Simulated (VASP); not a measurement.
# ScBC (P6_3/mmc) in VASP: notebook, part 2 of 2

VASP 6.6.1.

## 4. Single point, LDA

This run uses another cell than the first one, of 8.62 Å³/atom, 1.091 times its volume.

The input, INCAR:

```
SYSTEM = ScBC
PREC = Accurate
ENCUT = 520
EDIFF = 1E-6
ISMEAR = -1
SIGMA = 0.05
LREAL = .FALSE.
LASPH = .TRUE.
NELM = 100
ALGO = Normal
ISIF = 2
LWAVE = .FALSE.
LCHARG = .FALSE.
GGA = CA
NBANDS = 27
```

The input, KPOINTS:

```
regular mesh
0
G
  9 9 3
  0 0 0
```

The input, POSCAR:

```
ScBC
1.0
    2.8767367497      0.0000000000      0.0000000000
   -1.4383688681      2.4913269916      0.0000000000
    0.0000000000      0.0000000000      7.2172354736
Sc B C
2 2 2
Direct
    0.0000000000      0.0000000000      0.0000000000
    0.0000000000      0.0000000000      0.5000000000
    0.6666666667      0.3333333333      0.2500000000
    0.3333333333      0.6666666667      0.7500000000
    0.6666666667      0.3333333333      0.7500000000
    0.3333333333      0.6666666667      0.2500000000
```

Potentials or basis: VASP PAW LDA potentials, release 64 (Sc_sv, B, C).

On the command line:

```bash
cat potpaw_LDA.64/Sc_sv/POTCAR potpaw_LDA.64/B/POTCAR potpaw_LDA.64/C/POTCAR > POTCAR
mpirun -np 1 vasp_std > vasp.out
```

OUTCAR:

```text
SYSTEM = ScBC
   PREC = Accurate
   ENCUT = 520
   EDIFF = 1E-6
   ISMEAR = -1
   LREAL = .FALSE.
   LASPH = .TRUE.
   NELM = 100
   ISIF = 2
   GGA = CA

 ion  position               nearest neighbor table
   1  0.000  0.000  0.000-   3 2.45   5 2.45   4 2.45   6 2.45   3 2.45   5 2.45   4 2.45   6 2.45
                             3 2.45   4 2.45   5 2.45   6 2.45
   2  0.000  0.000  0.500-   3 2.45   5 2.45   4 2.45   6 2.45   3 2.45   5 2.45   4 2.45   6 2.45
                             3 2.45   4 2.45   5 2.45   6 2.45
   3  0.667  0.333  0.250-   6 1.66   6 1.66   6 1.66   1 2.45   2 2.45   1 2.45   2 2.45   1 2.45
                             2 2.45
   4  0.333  0.667  0.750-   5 1.66   5 1.66   5 1.66   2 2.45   1 2.45   2 2.45   1 2.45   1 2.45
                             2 2.45
   5  0.667  0.333  0.750-   4 1.66   4 1.66   4 1.66   1 2.45   2 2.45   1 2.45   2 2.45   1 2.45
                             2 2.45
   6  0.333  0.667  0.250-   3 1.66   3 1.66   3 1.66   2 2.45   1 2.45   2 2.45   1 2.45   1 2.45
                             2 2.45

  LATTYP: Found a hexagonal cell.
 ALAT       =     2.8767367497
 C/A-ratio  =     2.5088272239

  Lattice vectors:

[... 190 lines left out ...]
 cond. band min:       9.0865549645   @ k =   0.3333   0.1111   0.0000
 fundamental gap:      0.1848862190
 Fermi energy:         9.0101065397

 k-point     1 :       0.0000    0.0000    0.0000
  band No.  band energies     occupation
      1     -39.5196      2.00000
      2     -39.5075      2.00000
      3     -19.0494      2.00000
      4     -18.7711      2.00000
      5     -17.9677      2.00000
      6     -17.9677      2.00000
[... 709 lines left out ...]
     26      14.5802      0.00000
     27      15.6444      0.00000

------------------------ aborting loop because EDIFF is reached ----------------------------------------

  FORCE on cell =-STRESS in cart. coord.  units (eV):
  Direction    XX          YY          ZZ          XY          YZ          ZX
  --------------------------------------------------------------------------------------
  -------------------------------------------------------------------------------------
  Total       -0.2645079     -0.2645079     -0.9734370      0.0000001      0.0000000     -0.0000000
  in kB       -8.1930859     -8.1930852    -30.1520414      0.0000016      0.0000000     -0.0000000
  external PRESSURE =     -15.5127375 kB  Pullay stress =       0.0000000 kB

 VOLUME and BASIS-vectors are now :
 -----------------------------------------------------------------------------
  energy-cutoff  :      520.00
  volume of cell :       51.73
      direct lattice vectors                 reciprocal lattice vectors
     2.876736750  0.000000000  0.000000000     0.347616097  0.200696325  0.000000000
    -1.438368868  2.491326992  0.000000000     0.000000000  0.401392512  0.000000000
     0.000000000  0.000000000  7.217235474     0.000000000  0.000000000  0.138557208

 POSITION                                       TOTAL-FORCE (eV/Angst)
 -----------------------------------------------------------------------------------
      0.00000      0.00000      0.00000        -0.000000     -0.000000      0.000000
      0.00000      0.00000      3.60862        -0.000000     -0.000000      0.000000
      1.43837      0.83044      1.80431        -0.000000      0.000000      0.000000
     -0.00000      1.66088      5.41293         0.000000     -0.000000      0.000000
      1.43837      0.83044      5.41293        -0.000000     -0.000000      0.000000
     -0.00000      1.66088      1.80431         0.000000     -0.000000      0.000000
 -----------------------------------------------------------------------------------
    total drift:                               -0.000000      0.000000      0.000000

  FREE ENERGIE OF THE ION-ELECTRON SYSTEM (eV)
  ---------------------------------------------------
  free  energy   TOTEN  =       -53.2273203313 eV

  energy  without entropy=      -53.2205973487  energy(sigma->0) =      -53.22395884
```

OSZICAR:

```text
N       E                     dE             d eps       ncg     rms          rms(c)
DAV:   1     0.402863138904E+03    0.40286E+03   -0.16034E+04  1328   0.149E+03
DAV:   2    -0.177083945350E+02   -0.42057E+03   -0.41137E+03  1408   0.520E+02
DAV:   3    -0.573807761227E+02   -0.39672E+02   -0.38409E+02  2160   0.158E+02
DAV:   4    -0.589596861328E+02   -0.15789E+01   -0.15688E+01  2168   0.299E+01
DAV:   5    -0.589891325253E+02   -0.29446E-01   -0.29416E-01  2216   0.430E+00    0.203E+01
DAV:   6    -0.532944185774E+02    0.56947E+01   -0.21159E+01  2152   0.399E+01    0.816E+00
DAV:   7    -0.532764260333E+02    0.17993E-01   -0.13839E+00  2152   0.822E+00    0.493E+00
DAV:   8    -0.532487934656E+02    0.27633E-01   -0.33242E-01  2178   0.373E+00    0.935E-01
DAV:   9    -0.532288892647E+02    0.19904E-01   -0.53007E-02  2248   0.160E+00    0.306E-01
DAV:  10    -0.532274198526E+02    0.14694E-02   -0.16065E-02  2016   0.602E-01    0.974E-02
DAV:  11    -0.532273321997E+02    0.87653E-04   -0.69998E-04  2184   0.220E-01    0.251E-02
DAV:  12    -0.532273211395E+02    0.11060E-04   -0.11745E-04  2304   0.797E-02    0.950E-03
DAV:  13    -0.532273203313E+02    0.80820E-06   -0.73134E-06  1808   0.240E-02
   1 F= -.53227320E+02 E0= -.53223959E+02  d E =-.672298E-02
```

stdout:

```text
POSCAR found type information on POSCAR ScB C
 POSCAR found :  3 types and       6 ions
 scaLAPACK will be used
 LDA part: xc-table for (Slater(with rela. corr.)+CA(PZ))
 , standard interpolation
 POSCAR, INCAR and KPOINTS ok, starting setup
 FFT: planning ... GRIDC
 FFT: planning ... GRID_SOFT
 FFT: planning ... GRID
 WAVECAR not read
 entering main loop
```

Run time: 14 s. Hardware: 1 thread of Intel Xeon 6975P-C (Granite Rapids), shared host; peak memory 0.17 GiB.

Results:

* Free energy: -53.2273 eV
* Pressure: -1.6 GPa
* Band gap on the k mesh: zero (band 18 reaches 9.55 eV, above the bottom of band 19 at 8.62 eV)

Levels at points of the mesh, in eV from the Fermi level:
```csv
k point,band 15,band 16,band 17,band 18,band 19,band 20,band 21,band 22
"(0.00, 0.00, 0.00)",-3.05,-3.05,-2.40,0.37,1.26,1.26,1.46,1.46
```

## 5. Single point, LDA

This run uses another cell than the first one, of 8.98 Å³/atom, 1.136 times its volume.

The input, INCAR:

```
  PREC = Accurate
  ENCUT = 520
  EDIFF = 1E-7
  ISMEAR = -1
  SIGMA = 0.05
  LREAL = False
  LASPH = True
  NELM = 60
  ALGO = Normal
  ISIF = 2
  LWAVE = False
  LCHARG = False
  GGA = CA
  NBANDS = 27
```

The input, KPOINTS:

```
regular mesh
0
Gamma
  9 9 3
```

Edit POSCAR of step 4 so:

```diff
@@ -2,5 +2,5 @@
 1.0
-    2.8767367497      0.0000000000      0.0000000000
-   -1.4383688681      2.4913269916      0.0000000000
-    0.0000000000      0.0000000000      7.2172354736
+    2.9161490000      0.0000000000      0.0000000000
+   -1.4580750000      2.5254590000      0.0000000000
+    0.0000000000      0.0000000000      7.3161140000
 Sc B C
```

On the command line:

```bash
cat potpaw_LDA.64/Sc_sv/POTCAR potpaw_LDA.64/B/POTCAR potpaw_LDA.64/C/POTCAR > POTCAR
mpirun -np 1 vasp_std > vasp.out
```

It took 16 s on 1 thread of Intel Xeon 6975P-C (Granite Rapids), shared host; peak memory 0.17 GiB.

It converged, with:

| Property | Result |
| --- | --- |
| Free energy | -53.1427 eV |
| Pressure | -11.0 GPa |
| Band gap on the k mesh | zero (band 18 reaches 9.15 eV, above the bottom of band 19 at 8.23 eV) |

Stress tensor (GPa, compression positive):
```
-11.16   0.00   0.00
  0.00 -11.16   0.00
  0.00   0.00 -10.60
```

Levels at points of the mesh, in eV from the Fermi level:
```tsv
k point	band 16	band 17	band 18	band 19	band 20	band 21
(0.00, 0.00, 0.00)	-3.01	-2.35	0.36	1.22	1.22	1.42
```

## 6. Single point, LDA

This run uses another cell than the first one, of 9.34 Å³/atom, 1.182 times its volume.

The input, INCAR:

```
PREC = Accurate
ENCUT = 520
EDIFF = 1E-7
ISMEAR = -1
SIGMA = 0.05
LREAL = F
LASPH = T
NELM = 80
ALGO = Normal
ISIF = 2
LWAVE = F
LCHARG = F
NBANDS = 27
```

KPOINTS is that of step 5.

Edit POSCAR of step 5 so:

```diff
@@ -2,5 +2,5 @@
 1.0
-    2.9161490000      0.0000000000      0.0000000000
-   -1.4580750000      2.5254590000      0.0000000000
-    0.0000000000      0.0000000000      7.3161140000
+    2.9545237823      0.0000000000      0.0000000000
+   -1.4772623977      2.5586925348      0.0000000000
+    0.0000000000      0.0000000000      7.4123896985
 Sc B C
```

Potentials or basis: VASP PAW LDA potentials, release 64 (Sc_sv, B, C).

On the command line:

```bash
cat potpaw_LDA.64/Sc_sv/POTCAR potpaw_LDA.64/B/POTCAR potpaw_LDA.64/C/POTCAR > POTCAR
mpirun -np 1 vasp_std > vasp.out
```

It took 16 s on 1 thread of Intel Xeon 6975P-C (Granite Rapids), shared host; peak memory 0.17 GiB.

The run converged. Its results:

```yaml
Free_energy: -52.9434 eV
Pressure: -18.7 GPa
Band_gap_on_the_k_mesh: zero (band 18 reaches 8.77 eV, above the bottom of band 19 at 7.86 eV)
```

Stress tensor (GPa, compression positive):
```
-19.67   0.00   0.00
  0.00 -19.67   0.00
  0.00   0.00 -16.62
```

Levels at points of the mesh, in eV from the Fermi level:
```
           k point  band 16  band 17  band 18  band 19  band 20  band 21
(0.00, 0.00, 0.00)    -2.97    -2.31     0.34     1.19     1.19     1.38
```

## 7. Overview

```csv
cell,gap on the mesh (eV),pressure (GPa)
"a = 2.794, b = 2.794, c = 7.011 Å, angles 90.0, 90.0, 120.0°, 6 atoms",none,24.2
"a = 2.836, b = 2.836, c = 7.116 Å, angles 90.0, 90.0, 120.0°, 6 atoms",none,10.0
"a = 2.877, b = 2.877, c = 7.217 Å, angles 90.0, 90.0, 120.0°, 6 atoms",none,-1.6
"a = 2.916, b = 2.916, c = 7.316 Å, angles 90.0, 90.0, 120.0°, 6 atoms",none,-11.0
"a = 2.955, b = 2.955, c = 7.412 Å, angles 90.0, 90.0, 120.0°, 6 atoms",none,-18.7
```

Alike in all rows: task single point; level LDA; potentials or basis VASP PAW LDA potentials, release 64 (Sc_sv, B, C); no spin polarisation; k mesh 9 × 9 × 3; cutoff (eV) 520; smearing fermi-dirac 0.05 eV.

Total energies depend on the potentials used, so only differences within one code and one set of settings carry meaning.
